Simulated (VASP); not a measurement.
# AlCo3 (Pm-3m) in VASP: further runs, part 2 of 2

VASP 6.6.1.

## 5. Single point, PBEsol, collinear spin, ferromagnetic start

This run uses another cell than the first one, of 11.42 Å³/atom, 1.064 times its volume.

File INCAR:

```
SYSTEM = AlCo3
PREC = Accurate ; ENCUT = 520
EDIFF = 1E-7 ; ISMEAR = -1
SIGMA = 0.05 ; LREAL = .FALSE.
LASPH = .TRUE. ; NELM = 150
ALGO = Normal ; ISIF = 2
LWAVE = .FALSE. ; LCHARG = .FALSE.
ISPIN = 2 ; MAGMOM = 2 2 2 0
LORBIT = 11 ; LMAXMIX = 4
GGA = PS ; NBANDS = 27
```

File KPOINTS:

```
Automatic mesh
0
G
  8 8 8
  0 0 0
```

File POSCAR:

```
AlCo3
1.0
    3.5749480000      0.0000000000      0.0000000000
    0.0000000000      3.5749480000      0.0000000000
    0.0000000000      0.0000000000      3.5749480000
Co Al
3 1
Direct
    0.0000000000      0.5000000000      0.5000000000
    0.5000000000      0.0000000000      0.5000000000
    0.5000000000      0.5000000000      0.0000000000
    0.0000000000      0.0000000000      0.0000000000
```

Potentials or basis: VASP PAW PBE potentials, release 64 (Co, Al).

Command:

```
> cat potpaw_PBE.64/Co/POTCAR potpaw_PBE.64/Al/POTCAR > POTCAR
> mpirun -np 1 vasp_std > vasp.out
```

OUTCAR:

```text
SYSTEM = AlCo3
   PREC = Accurate
   ENCUT = 520
   EDIFF = 1E-7
   ISMEAR = -1
   LREAL = .FALSE.
   LASPH = .TRUE.
   NELM = 150
   ISIF = 2
   ISPIN = 2
   LORBIT = 11
   GGA = PS

 ion  position               nearest neighbor table
   1  0.000  0.500  0.500-   2 2.53   3 2.53   4 2.53   3 2.53   4 2.53   2 2.53   4 2.53   4 2.53
                             2 2.53   3 2.53   3 2.53   2 2.53
   2  0.500  0.000  0.500-   1 2.53   3 2.53   4 2.53   3 2.53   4 2.53   1 2.53   3 2.53   3 2.53
                             1 2.53   4 2.53   4 2.53   1 2.53
   3  0.500  0.500  0.000-   1 2.53   2 2.53   4 2.53   1 2.53   2 2.53   2 2.53   4 2.53   2 2.53
                             1 2.53   4 2.53   1 2.53   4 2.53
   4  0.000  0.000  0.000-   1 2.53   2 2.53   3 2.53   1 2.53   2 2.53   1 2.53   3 2.53   1 2.53
                             2 2.53   3 2.53   2 2.53   3 2.53

  LATTYP: Found a simple cubic cell.
 ALAT       =     3.5749480000

  Lattice vectors:

 A1 = (   3.5749480000,   0.0000000000,   0.0000000000)
 A2 = (   0.0000000000,   3.5749480000,   0.0000000000)
 A3 = (   0.0000000000,   0.0000000000,   3.5749480000)

Analysis of symmetry for initial positions (statically):
=====================================================================
 Subroutine PRICEL returns:
 Original cell was already a primitive cell.

 Routine SETGRP: Setting up the symmetry group for a
 simple cubic supercell.

 Subroutine GETGRP returns: Found 48 space group operations
 (whereof 48 operations were pure point group operations)
 out of a pool of 48 trial point group operations.

The static configuration has the point symmetry O_h .

Analysis of symmetry for dynamics (positions and initial velocities):
=====================================================================
 Subroutine PRICEL returns:
 Original cell was already a primitive cell.

 Routine SETGRP: Setting up the symmetry group for a
 simple cubic supercell.

 Subroutine GETGRP returns: Found 48 space group operations
 (whereof 48 operations were pure point group operations)
 out of a pool of 48 trial point group operations.

The dynamic configuration has the point symmetry O_h .

Analysis of structural, dynamic, and magnetic symmetry:
[... 161 lines left out ...]
  energy without entropy =      -27.95160004  energy(sigma->0) =      -27.97816718

 E-fermi :   9.9034     XC(G=0): -12.8629

 val. band max:        9.9024891719   @ k =   0.3750   0.2500   0.2500
 cond. band min:       9.9066172576   @ k =   0.3750   0.3750   0.0000
 fundamental gap:      0.0041280856
 Fermi energy:         9.9034280437

 spin component 1

 k-point     1 :       0.0000    0.0000    0.0000
  band No.  band energies     occupation
      1      -0.0612      1.00000
      2       4.9171      1.00000
      3       5.8726      1.00000
      4       5.8726      1.00000
      5       6.2157      1.00000
      6       6.2157      1.00000
[... 709 lines left out ...]
     26      23.5628      0.00000
     27      24.5282      0.00000

 [... further k-points ...]

 spin component 2

 k-point     1 :       0.0000    0.0000    0.0000
  band No.  band energies     occupation
      1      -0.0235      1.00000
      2       5.8877      1.00000
      3       6.7379      1.00000
      4       6.7379      1.00000
      5       7.2216      1.00000
      6       7.2216      1.00000
[... 709 lines left out ...]
     26      23.7701      0.00000
     27      24.5686      0.00000

 [... further k-points ...]
[... 5 lines left out ...]
  --------------------------------------------------------------------------------------
  -------------------------------------------------------------------------------------
  Total       -2.1767564     -2.1767564     -2.1767564      0.0000000      0.0000000     -0.0000000
  in kB      -76.3328063    -76.3328063    -76.3328063      0.0000000      0.0000000     -0.0000000
  external PRESSURE =     -76.3328063 kB  Pullay stress =       0.0000000 kB

 VOLUME and BASIS-vectors are now :
 -----------------------------------------------------------------------------
  energy-cutoff  :      520.00
  volume of cell :       45.69
      direct lattice vectors                 reciprocal lattice vectors
     3.574948000  0.000000000  0.000000000     0.279724348  0.000000000  0.000000000
     0.000000000  3.574948000  0.000000000     0.000000000  0.279724348  0.000000000
     0.000000000  0.000000000  3.574948000     0.000000000  0.000000000  0.279724348

 POSITION                                       TOTAL-FORCE (eV/Angst)
 -----------------------------------------------------------------------------------
      0.00000      1.78747      1.78747         0.000000      0.000000      0.000000
      1.78747      0.00000      1.78747         0.000000      0.000000      0.000000
      1.78747      1.78747      0.00000         0.000000      0.000000      0.000000
      0.00000      0.00000      0.00000         0.000000      0.000000      0.000000
 -----------------------------------------------------------------------------------
    total drift:                                0.000000      0.000000      0.000000

  FREE ENERGIE OF THE ION-ELECTRON SYSTEM (eV)
  ---------------------------------------------------
  free  energy   TOTEN  =       -28.0047343133 eV

  energy  without entropy=      -27.9516000430  energy(sigma->0) =      -27.97816718

 total charge

# of ion       s       p       d       tot
------------------------------------------
    1        0.472   0.510   7.315   8.297
    2        0.472   0.510   7.315   8.297
    3        0.472   0.510   7.315   8.297
    4        0.408   0.413   0.000   0.821
--------------------------------------------------
tot          1.824   1.943  21.944  25.712

 magnetization (x)

# of ion       s       p       d       tot
------------------------------------------
    1       -0.002  -0.004   1.320   1.313
    2       -0.002  -0.004   1.320   1.313
    3       -0.002  -0.004   1.320   1.313
    4       -0.002  -0.037   0.000  -0.039
--------------------------------------------------
tot         -0.009  -0.050   3.959   3.900
```

OSZICAR:

```text
N       E                     dE             d eps       ncg     rms          rms(c)
DAV:   1     0.175946144001E+03    0.17595E+03   -0.12735E+04  3836   0.135E+03
[... 11 lines left out ...]
DAV:  13    -0.280047563106E+02    0.12204E-04   -0.24772E-05  5187   0.619E-02    0.501E-02
DAV:  14    -0.280047326787E+02    0.23632E-04   -0.64803E-05  5376   0.754E-02    0.241E-02
DAV:  15    -0.280047348052E+02   -0.21265E-05   -0.42412E-06  4778   0.262E-02    0.123E-02
DAV:  16    -0.280047346818E+02    0.12340E-06   -0.73739E-07  3789   0.924E-03    0.465E-03
DAV:  17    -0.280047345094E+02    0.17237E-06   -0.74558E-08  2200   0.324E-03    0.168E-03
DAV:  18    -0.280047343251E+02    0.18431E-06   -0.32484E-08  2088   0.137E-03    0.802E-04
DAV:  19    -0.280047343133E+02    0.11863E-07   -0.72895E-09  2061   0.647E-04
   1 F= -.28004734E+02 E0= -.27978167E+02  d E =-.531343E-01  mag=     3.8343
```

Run time: 51 s. Hardware: 1 thread of AMD EPYC 9R45 (Zen 5), shared host; peak memory 0.18 GiB.

What came out:

- Free energy: -28.0047 eV
- Pressure: -7.6 GPa
- Net moment: 3.83 μB per cell
- Site moments: Co +1.31; Al -0.04 μB
- Valence electrons inside the program's atomic spheres: Co 8.30; Al 0.82

Levels at points of the mesh, in eV from the Fermi level:
Spin up:
```csv
k point,band 15,band 16,band 17,band 18,band 19,band 20
"(0.00, 0.00, 0.00)",-0.18,-0.18,0.81,0.81,0.81,6.69
"(0.50, 0.00, 0.00)",-1.37,-0.93,-0.18,5.50,5.50,5.57
"(0.50, 0.50, 0.00)",-1.18,-1.18,-0.72,0.77,0.77,8.13
"(0.50, 0.50, 0.50)",-1.29,-0.39,-0.39,-0.39,-0.33,3.40
```
Spin down:
| k point | band 11 | band 12 | band 13 | band 14 | band 15 | band 16 |
| --- | --- | --- | --- | --- | --- | --- |
| (0.00, 0.00, 0.00) | 0.59 | 0.59 | 0.82 | 0.82 | 0.82 | 1.00 |
| (0.50, 0.00, 0.00) | -0.81 | -0.22 | -0.22 | -0.22 | 0.03 | 0.66 |
| (0.50, 0.50, 0.00) | -0.38 | -0.37 | -0.31 | -0.31 | 0.09 | 0.11 |
| (0.50, 0.50, 0.50) | -0.33 | -0.33 | -0.33 | -0.20 | -0.05 | -0.05 |

Caveat: the PAW data sets were made with another functional, which shifts forces and pressure a little.

## 6. Summary

```tsv
cell	gap on the mesh (eV)	pressure (GPa)	moment (μB)
a = 3.502 Å, 4 atoms	none	4.6	3.70
a = 3.527 Å, 4 atoms	none	0.2	3.77
a = 3.551 Å, 4 atoms	none	-4.0	3.81
a = 3.575 Å, 4 atoms	none	-7.6	3.83
```

Alike in all rows: task single point; level PBEsol; potentials or basis VASP PAW PBE potentials, release 64 (Co, Al); spin collinear, ferromagnetic start; k mesh 8 × 8 × 8; cutoff (eV) 520; smearing fermi-dirac 0.05 eV.

Caveats: the PAW data sets were made with another functional, which shifts forces and pressure a little.

Absolute energies hang on the potentials; compare differences alone.
